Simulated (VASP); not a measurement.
# SiC16 in VASP: single point with PBE+D3(BJ)

Aim: the single point of SiC16 with PBE+D3(BJ).

All numbers are computed with VASP 6.6.1; they aren't measurements. Logs are shortened: lines on timing, memory, paths and dates and some standing lists are left out, and cuts for length are marked.

## 1. The cell of the first run

The cell holds a slab with vacuum, 17 atoms: a = 4.930 Å, b = 4.422 Å, c = 22.694 Å, α = 90.00°, β = 90.00°, γ = 90.00°.

## 2. Single point, PBE+D3(BJ), collinear spin

File INCAR:

```
SYSTEM = SiC16
PREC = Accurate ; ENCUT = 520
EDIFF = 1E-6 ; ISMEAR = 0
SIGMA = 0.05 ; LREAL = Auto
LASPH = .TRUE. ; NELM = 150
ALGO = Fast ; ISIF = 2
LWAVE = .FALSE. ; LCHARG = .FALSE.
ISPIN = 2 ; MAGMOM = 0 0 0 0 0 0 0 0 0 0 0 0 0 0 0 0 2
LORBIT = 11 ; LDIPOL = .TRUE.
IDIPOL = 3 ; DIPOL = 0.5 0.5 0.309
GGA = PE ; IVDW = 12
NBANDS = 52
```

File KPOINTS:

```
Automatic mesh
0
G
  6 6 1
  0 0 0
```

File POSCAR:

```
SiC16
1.0
    4.9298676323      0.0000000000      0.0000000000
    0.0000000000      4.4224271195      0.0000000000
    0.0000000000      0.0000000000     22.6937497910
C Si
16 1
Direct
    0.2500000000      0.4155274488      0.1762599851
    0.7500000000      0.4155274488      0.1762599851
    0.0000000000      0.5195584910      0.2001803947
    0.5000000000      0.5195584910      0.2001803947
    0.0000000000      0.7272227621      0.2480852155
    0.5000000000      0.7272227621      0.2480852155
    0.2500000000      0.8312538043      0.2720056251
    0.7500000000      0.8312538043      0.2720056251
    0.2500000000      0.0442051686      0.3198734326
    0.7500000000      0.0442051686      0.3198734326
    0.0000000000      0.1500808487      0.3425973485
    0.5000000000      0.1500808487      0.3425973485
    0.0000000000      0.3779776253      0.3900566375
    0.5000000000      0.3779776253      0.3900566375
    0.2500000000      0.4764186278      0.4095290499
    0.7500000000      0.4764186278      0.4095290499
    0.5000000000      1.2264186278      0.5329110395
```

Potentials or basis: VASP PAW PBE potentials, release 64 (C, Si).

Launch:

```console
cat potpaw_PBE.64/C/POTCAR potpaw_PBE.64/Si/POTCAR > POTCAR
mpirun -np 1 vasp_std > vasp.out
```

OUTCAR:

```text
SYSTEM = SiC16
   PREC = Accurate
   ENCUT = 520
   EDIFF = 1E-6
   ISMEAR = 0
   LREAL = Auto
   LASPH = .TRUE.
   NELM = 150
   ISIF = 2
   ISPIN = 2
   LORBIT = 11
   GGA = PE
   IVDW = 12
 IVDW          = 12

 ion  position               nearest neighbor table
   1  0.250  0.416  0.176-   3 1.42   4 1.42
   2  0.750  0.416  0.176-   3 1.42   4 1.42
   3  0.000  0.520  0.200-   5 1.42   2 1.42   1 1.42
   4  0.500  0.520  0.200-   6 1.42   2 1.42   1 1.42
   5  0.000  0.727  0.248-   3 1.42   7 1.42   8 1.42
   6  0.500  0.727  0.248-   4 1.42   7 1.42   8 1.42
   7  0.250  0.831  0.272-   5 1.42   6 1.42   9 1.44
   8  0.750  0.831  0.272-   5 1.42   6 1.42  10 1.44
   9  0.250  0.044  0.320-  11 1.42  12 1.42   7 1.44
  10  0.750  0.044  0.320-  11 1.42  12 1.42   8 1.44
  11  0.000  0.150  0.343-   9 1.42  10 1.42  13 1.48
  12  0.500  0.150  0.343-   9 1.42  10 1.42  14 1.48
  13  0.000  0.378  0.390-  15 1.38  16 1.38  11 1.48
  14  0.500  0.378  0.390-  15 1.38  16 1.38  12 1.48
  15  0.250  0.476  0.410-  13 1.38  14 1.38
  16  0.750  0.476  0.410-  13 1.38  14 1.38
  17  0.500  0.226  0.533-

  LATTYP: Found a simple orthorhombic cell.
 ALAT       =     4.4224271195
 B/A-ratio  =     1.1147425382
 C/A-ratio  =     5.1315147040

  Lattice vectors:

 A1 = (   0.0000000000,  -4.4224271195,   0.0000000000)
 A2 = (   4.9298676323,   0.0000000000,   0.0000000000)
 A3 = (   0.0000000000,   0.0000000000,  22.6937497910)

Analysis of symmetry for initial positions (statically):
=====================================================================
 Subroutine PRICEL returns:
 Original cell was already a primitive cell.

 Routine SETGRP: Setting up the symmetry group for a
 simple orthorhombic supercell.

 Subroutine GETGRP returns: Found  2 space group operations
 (whereof  2 operations were pure point group operations)
 out of a pool of  8 trial point group operations.

The static configuration has the point symmetry C_1h.

Analysis of symmetry for dynamics (positions and initial velocities):
=====================================================================
 Subroutine PRICEL returns:
 Original cell was already a primitive cell.

 Routine SETGRP: Setting up the symmetry group for a
 simple orthorhombic supercell.

 Subroutine GETGRP returns: Found  2 space group operations
 (whereof  2 operations were pure point group operations)
 out of a pool of  8 trial point group operations.

The dynamic configuration has the point symmetry C_1h.

Analysis of structural, dynamic, and magnetic symmetry:
=====================================================================
 Subroutine PRICEL returns:
 Original cell was already a primitive cell.

 Routine SETGRP: Setting up the symmetry group for a
 simple orthorhombic supercell.

 Subroutine GETGRP returns: Found  2 space group operations
 (whereof  2 operations were pure point group operations)
 out of a pool of  8 trial point group operations.

The overall configuration has the point symmetry C_1h.

 Subroutine INISYM returns: Found  2 space group operations
 (whereof  2 operations are pure point group operations),
 and found     1 'primitive' translations

----------------------------------------------------------------------------------------

                                     Primitive cell

  volume of cell :     494.7687

  direct lattice vectors                    reciprocal lattice vectors
     4.929867632  0.000000000  0.000000000     0.202845203  0.000000000  0.000000000
     0.000000000  4.422427120  0.000000000     0.000000000  0.226120176  0.000000000
     0.000000000  0.000000000 22.693749791     0.000000000  0.000000000  0.044064996

  length of vectors
     4.929867632  4.422427120 22.693749791     0.202845203  0.226120176  0.044064996

  position of ions in fractional coordinates (direct lattice)
     0.250000000  0.415527449  0.176259985
     0.750000000  0.415527449  0.176259985
     0.000000000  0.519558491  0.200180395
     0.500000000  0.519558491  0.200180395
     0.000000000  0.727222762  0.248085215
     0.500000000  0.727222762  0.248085215
[... 9 lines left out ...]
     0.750000000  0.476418628  0.409529050
     0.500000000  0.226418628  0.532911039

  ion indices of the primitive-cell ions
   primitive index   ion index
                 1           1
                 2           2
                 3           3
                 4           4
                 5           5
                 6           6
[... 9 lines left out ...]
                16          16
                17          17

----------------------------------------------------------------------------------------

 KPOINTS: Automatic mesh

Automatic generation of k-mesh.
 Grid dimensions read from file:
 generate k-points for:    6    6    1

 Generating k-lattice:

  Cartesian coordinates                     Fractional coordinates (reciprocal lattice)
     0.033807534  0.000000000  0.000000000     0.166666667  0.000000000  0.000000000
     0.000000000  0.037686696  0.000000000     0.000000000  0.166666667  0.000000000
     0.000000000  0.000000000  0.044064996     0.000000000  0.000000000  1.000000000

  Length of vectors
     0.033807534  0.037686696  0.044064996

  Shift w.r.t. Gamma in fractional coordinates (k-lattice)
     0.000000000  0.000000000  0.000000000

 Subroutine IBZKPT returns following result:
 ===========================================

 Found     16 irreducible k-points:

 Following reciprocal coordinates:
            Coordinates               Weight
  0.000000  0.000000  0.000000      1.000000
  0.166667  0.000000  0.000000      2.000000
  0.333333  0.000000  0.000000      2.000000
  0.500000  0.000000  0.000000      1.000000
  0.000000  0.166667  0.000000      2.000000
  0.166667  0.166667  0.000000      4.000000
[... 8 lines left out ...]
  0.333333  0.500000  0.000000      2.000000
  0.500000  0.500000  0.000000      1.000000
   k-points           NKPTS =     16   k-points in BZ     NKDIM =     16   number of bands    NBANDS=     52
   number of dos      NEDOS =    301   number of ions     NIONS =     17
   total plane-waves  NPLWV = 259200
   dimension x,y,z NGX =    40 NGY =   36 NGZ =  180
   dimension x,y,z NGXF=    80 NGYF=   72 NGZF=  360
   ions per type =              16   1
   NGX,Y,Z   is equivalent  to a cutoff of  13.49, 13.53, 13.19 a.u.
   NGXF,Y,Z  is equivalent  to a cutoff of  26.98, 27.07, 26.37 a.u.
 SYSTEM =  SiC16
   PREC   = accura    normal or accurate (medium, high low for compatibility)
   ISTART =      0    job   : 0-new  1-cont  2-samecut
   ICHARG =      2    charge: 1-file 2-atom 10-const
   ISPIN  =      2    spin polarized calculation?
   LNONCOLLINEAR =      F non collinear calculations
   LSORBIT =      F    spin-orbit coupling
   LASPH  =      T    aspherical Exc in radial PAW
   ENCUT  =  520.0 eV  38.22 Ry    6.18 a.u.   9.17  8.22 42.20*2*pi/ulx,y,z
   NELM   =    150;   NELMIN=  2; NELMDL= -5     # of ELM steps
   EDIFF  = 0.1E-05   stopping-criterion for ELM
   LREAL  =      T    real-space projection
   EDIFFG = 0.1E-04   stopping-criterion for IOM
   NSW    =      0    number of steps for IOM
   IBRION =     -1    ionic relax: 0-MD 1-quasi-New 2-CG
   NFREE  =      0    steps in history (QN), initial steepest desc. (CG)
   ISIF   =      2    stress and relaxation
   ISYM   =      2    0-nonsym 1-usesym 2-fastsym
   POTIM  = 0.5000    time-step for ionic-motion
   TEBEG  =    0.0;   TEEND  =   0.0 temperature during run
   PSTRESS=    0.0 pullay stress
   NELECT =      68.0000    total number of electrons
   NUPDOWN=      -1.0000    fix difference up-down
   EMIN   =  10.00;   EMAX   =-10.00  energy-range for DOS
   EFERMI =   0.00;   METHOD = LEGACY
   ISMEAR =     0;   SIGMA  =   0.05  broadening in eV -4-tet -1-fermi 0-gaus
   EFERMI_NEDOS =   21; number of points for ismear=-14 and -15
   IALGO  =     68    algorithm
   IMIX   =      4    mixing-type and parameters
     AMIX     =   0.40;   BMIX     =  1.00
     AMIX_MAG =   1.60;   BMIX_MAG =  1.00
  volume/ion in A,a.u.               =      29.10       196.40
  Fermi-wavevector in a.u.,A,eV,Ry     =   0.844845  1.596526  9.711337  0.713763
  Thomas-Fermi vector in A             =   1.959938
   LORBIT       =     11    0 simple, 1 ext, 2 COOP (PROOUT), +10 PAW based schemes
   GGA     = PE    functional components
   LHFCALC =     F    Hartree Fock is set to
   AEXX    =    0.0000 exact exchange contribution
   IVDW    =    12    specifies the selected vdW correction
   LEPSILON=     F    determine dielectric tensor
   LRPA    =     F    only Hartree local field effects (RPA)
 spin polarized calculation
 RMM-DIIS sequential band-by-band and
 Gauss-broadening in eV      SIGMA  =   0.05
  energy-cutoff  :      520.00
  volume of cell :      494.77
 maximum number of plane-waves:     13376
 NGX is ok and might be reduce to    40
   NGX = 19   NGY = 17   NGZ = 85

 dipolmoment           0.000000      0.000000      0.167974 electrons x Angstroem

 number of electron      68.0000008 magnetization       1.8937244

 dipolmoment           0.000000      0.000000     -0.266746 electrons x Angstroem

 Free energy of the ion-electron system (eV)
  ---------------------------------------------------
  ext. energy  EPLUGINS =         0.00000000
  ---------------------------------------------------
  free energy    TOTEN  =      -136.47472198 eV

  energy without entropy =     -136.45442897  energy(sigma->0) =     -136.46457548

 E-fermi :  -2.1141     XC(G=0):  -4.3083

 val. band max:       -2.1170685835   @ k =   0.5000   0.5000   0.0000
 cond. band min:      -2.1077563803   @ k =   0.0000   0.0000   0.0000
 fundamental gap:      0.0093122032
 Fermi energy:        -2.1141038582

 spin component 1

 k-point     1 :       0.0000    0.0000    0.0000
  band No.  band energies     occupation
      1     -21.0729      1.00000
      2     -19.9901      1.00000
      3     -18.3673      1.00000
      4     -16.8156      1.00000
      5     -16.7813      1.00000
      6     -16.5206      1.00000
[... 773 lines left out ...]
     45       4.1239      0.00000
     46       4.5229      0.00000
 Fermi energy:        -2.1141038582

 spin component 2

 k-point     1 :       0.0000    0.0000    0.0000
  band No.  band energies     occupation
      1     -21.0241      1.00000
      2     -19.8962      1.00000
      3     -18.2552      1.00000
      4     -16.7687      1.00000
      5     -16.7441      1.00000
      6     -16.4318      1.00000
[... 773 lines left out ...]
     45       4.3924      0.00000
     46       4.6465      0.00000
 [bands above 46 left out]

------------------------ aborting loop because EDIFF is reached ----------------------------------------

 vacuum level on the upper side and lower side of the slab       (xc-potential included)        -0.825         1.193

 Edisp (eV)   -2.09962

 E8    (eV) :    -0.6336

  FORCE on cell =-STRESS in cart. coord.  units (eV):
  Direction    XX          YY          ZZ          XY          YZ          ZX
  --------------------------------------------------------------------------------------
  -------------------------------------------------------------------------------------
  Total       2.82334    -3.57654    -4.20690     0.00000     1.53849     0.00000
  in kB       9.14264   -11.58169   -13.62292     0.00000     4.98198     0.00000
  external pressure =       -5.35 kB  Pullay stress =        0.00 kB

 VOLUME and BASIS-vectors are now :
 -----------------------------------------------------------------------------
  energy-cutoff  :      520.00
  volume of cell :      494.77
      direct lattice vectors                 reciprocal lattice vectors
     4.929867632  0.000000000  0.000000000     0.202845203  0.000000000  0.000000000
     0.000000000  4.422427120  0.000000000     0.000000000  0.226120176  0.000000000
     0.000000000  0.000000000 22.693749791     0.000000000  0.000000000  0.044064996

 POSITION                                       TOTAL-FORCE (eV/Angst)
 -----------------------------------------------------------------------------------
      1.23247      1.83764      4.00000        -0.003395      1.277876      1.628568
      3.69740      1.83764      4.00000         0.003395      1.277876      1.628568
      0.00000      2.29771      4.54284         0.000000     -1.978873     -2.403067
      2.46493      2.29771      4.54284         0.000000     -1.993890     -2.406618
      0.00000      3.21609      5.62998         0.000000      0.842866      1.017237
      2.46493      3.21609      5.62998         0.000000      0.844155      1.029200
[... 9 lines left out ...]
      3.69740      2.10693      9.29375        -0.152581     -0.081500      1.443824
      2.46493      1.00132     12.09375         0.000000      0.662273     -1.447086
 -----------------------------------------------------------------------------------
    total drift:                                0.000000     -0.054070     -0.105469

  FREE ENERGIE OF THE ION-ELECTRON SYSTEM (eV)
  ---------------------------------------------------
  free  energy   TOTEN  =      -138.5743443942 eV

  energy  without entropy=     -138.5540513772  energy(sigma->0) =     -138.56419789

 vacuum level on the upper side and lower side of the slab         1.981         4.094

 total charge

# of ion       s       p       d       tot
------------------------------------------
    1        0.925   1.519   0.000   2.443
    2        0.925   1.519   0.000   2.443
    3        0.864   1.776   0.000   2.640
    4        0.864   1.776   0.000   2.640
    5        0.869   1.762   0.000   2.630
    6        0.869   1.762   0.000   2.630
[... 9 lines left out ...]
   16        0.893   1.615   0.000   2.507
   17        0.963   0.489   0.000   1.452
--------------------------------------------------
tot         14.989  28.027   0.000  43.016

 magnetization (x)

# of ion       s       p       d       tot
------------------------------------------
    1        0.003   0.010   0.000   0.012
    2        0.003   0.010   0.000   0.012
    3        0.000   0.002   0.000   0.003
    4        0.001   0.003   0.000   0.004
    5       -0.000  -0.005   0.000  -0.005
    6       -0.000  -0.004   0.000  -0.004
[... 9 lines left out ...]
   16        0.041   0.272   0.000   0.313
   17        0.003   0.160   0.000   0.163
--------------------------------------------------
tot          0.114   0.805   0.000   0.918
```

It took 2.3 h on 1 thread of Oxide Virtual Turin-like, shared host; peak memory 1 GiB.

Results:

| Item | Value |
| --- | --- |
| Free energy | -138.5743 eV |
| Largest force | 3.125 eV/Å |
| Net moment | 1.89 μB per cell |
| Site moments | C +0.01, +0.00, -0.01, -0.00, +0.06, +0.31 (each value once); Si +0.16 μB |
| Valence electrons inside the program's atomic spheres | C 2.44, 2.64, 2.63, 2.65, 2.62, 2.66, 2.51 (each value once); Si 1.45 |
| Dispersion energy per atom | -0.124 eV |

Forces in eV/Å, atoms in the order of the input:
```
C   -0.003  1.278  1.629
C    0.003  1.278  1.629
C    0.000 -1.979 -2.403
C    0.000 -1.994 -2.407
C    0.000  0.843  1.017
C    0.000  0.844  1.029
C   -0.008 -0.127 -0.187
C    0.008 -0.127 -0.187
C    0.018 -0.087 -0.127
C   -0.018 -0.087 -0.127
C    0.000  0.333  0.188
C    0.000  0.370  0.073
C    0.000 -0.421 -0.604
C    0.000 -0.623 -0.962
C    0.153 -0.082  1.444
C   -0.153 -0.082  1.444
Si   0.000  0.662 -1.447
```

Caveat: a moment this small can come from the mesh or the smearing.
